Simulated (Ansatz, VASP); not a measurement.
# Rh: VASP beside Ansatz

Contents of INCAR:

```
  ALGO = Normal
  DIPOL = 0.5 0.5 0.500
  EDIFF = 1E-6
  ENCUT = 520
  GGA = PE
  IDIPOL = 3
  ISIF = 2
  ISMEAR = -1
  LASPH = T
  LCHARG = F
  LDIPOL = T
  LREAL = F
  LWAVE = F
  NBANDS = 22
  NELM = 100
  PREC = Accurate
  SIGMA = 0.05
```

The input KPOINTS:

```
k-points
0
Gamma
  17 17 1
```

POSCAR

```
Rh
1.0
    2.7247541424      0.0000000000      0.0000000000
   -1.3623770712      2.3597063064      0.0000000000
    0.0000000000      0.0000000000     18.1930000000
Rh
2
Direct
    0.8333333330      0.1666666670      0.4397296154
    0.1666666670      0.8333333330      0.5602703846
```

Input for Ansatz:

```yaml
crystal:
  lattice:
    - [2.7247541424, 0.0, 0.0]
    - [-1.3623770712, 2.3597063064, 0.0]
    - [0.0, 0.0, 18.193]
  atoms:
    - { symbol: Rh, position: [0.833333333, 0.166666667, 0.4397296154] }
    - { symbol: Rh, position: [0.166666667, 0.833333333, 0.5602703846] }
kpoints:
  mp_grid: { grid: [17, 17, 1] }
scf:
  occupations: { method: fermi_dirac, width: 0.05 }
hamiltonian:
  xc: pbe
  pseudopotentials: { kind: all_electron, lapw: { basis_error: 0.001 } }
output:
  forces: true
  stress: true
  eigenvalues: true
  populations: true
  dos: { projected: true, de: 0.2, e_range: [-14, 8] }
efield:
  axis: 3
  amplitude: 0
  dipole_correction: true
```

Alike in both runs: task single point; functional PBE; k mesh 17 × 17 × 1; occupations fermi-dirac, width 0.05 eV; no spin polarisation.

|  | VASP | Ansatz |
| --- | --- | --- |
| version | VASP 6.6.1 | Ansatz 0.2.0 |
| potentials or method | VASP PAW PBE potentials, release 64 (Rh_pv), cutoff 520 eV | all-electron LAPW, scalar-relativistic |

```tsv
	VASP	Ansatz	Ansatz less VASP
rms of the force components (eV/Å)	0.310	0.309	-0.0007
```

Atom by atom the forces differ by 0.001 eV/Å (rms over components). Ansatz ran all-electron here, and VASP with PAW potentials.
